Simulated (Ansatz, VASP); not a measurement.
## Two plane-wave programs on Ca2Ge3N

INCAR

```
ALGO = Normal ; EDIFF = 1E-6
ENCUT = 520 ; GGA = PE
ISIF = 2 ; ISMEAR = 0
LASPH = T ; LCHARG = F
LREAL = F ; LWAVE = F
NBANDS = 42 ; NELM = 100
PREC = Accurate ; SIGMA = 0.1
```

File KPOINTS:

```
k-points
0
Gamma
  4 4 4
```

The input POSCAR:

```
Ca2Ge3N
1.0
    4.9599671600      0.0000000000      0.0000000000
    0.0000000000      4.9599671600      0.0000000000
    0.0000000000      0.0000000000      5.3734149500
Ca Ge N
2 3 1
Direct
    0.0000000000      0.5000000000      0.5000000000
    0.5000000000      0.0000000000      0.5000000000
    0.5000000000      0.5000000000      0.0000000000
    0.0000000000      0.5000000000      0.0000000000
    0.5000000000      0.0000000000      0.0000000000
    0.5000000000      0.5000000000      0.5000000000
```

Input for Ansatz:

```yaml
crystal:
  lattice:
    - [4.95996716, 0.0, 0.0]
    - [0.0, 4.95996716, 0.0]
    - [0.0, 0.0, 5.37341495]
  atoms:
    - { symbol: Ca, position: [0.0, 0.5, 0.5] }
    - { symbol: Ca, position: [0.5, 0.0, 0.5] }
    - { symbol: Ge, position: [0.5, 0.5, 0.0] }
    - { symbol: Ge, position: [0.0, 0.5, 0.0] }
    - { symbol: Ge, position: [0.5, 0.0, 0.0] }
    - { symbol: "N", position: [0.5, 0.5, 0.5] }
basis:
  ecutwfc: 420
kpoints:
  mp_grid: { grid: [4, 4, 4] }
hamiltonian:
  xc: pbe
scf:
  occupations: { method: gaussian, width: 0.1 }
  lower_state_search: "off"
output:
  forces: true
  stress: true
  eigenvalues: true
```

Alike in both runs: task single point; functional PBE; k mesh 4 × 4 × 4; occupations gaussian, width 0.1 eV; no spin polarisation.

|  | VASP | Ansatz |
| --- | --- | --- |
| version | VASP 6.6.1 | Ansatz 0.2.0 |
| potentials or method | VASP PAW PBE potentials, release 64 (Ca_sv, Ge_d, N), cutoff 520 eV | scalar-relativistic, plane waves, PAW |
| valence electrons in the cell | 67 | 67 |

Ansatz gave:

| Quantity | Value |
| --- | --- |
| gap on the k mesh at the Fermi level (eV) | none |
| pressure (GPa) | 6.7 |
| traceless stress, the component that is largest in VASP (GPa) | 7.97 |

Problem. Which values does VASP return?

Solution. gap on the k mesh at the Fermi level (eV): none; pressure (GPa): 6.8; traceless stress, the component that is largest in VASP (GPa): 7.99.

A gap of «none» marks a metal or a gap that the smearing closes.
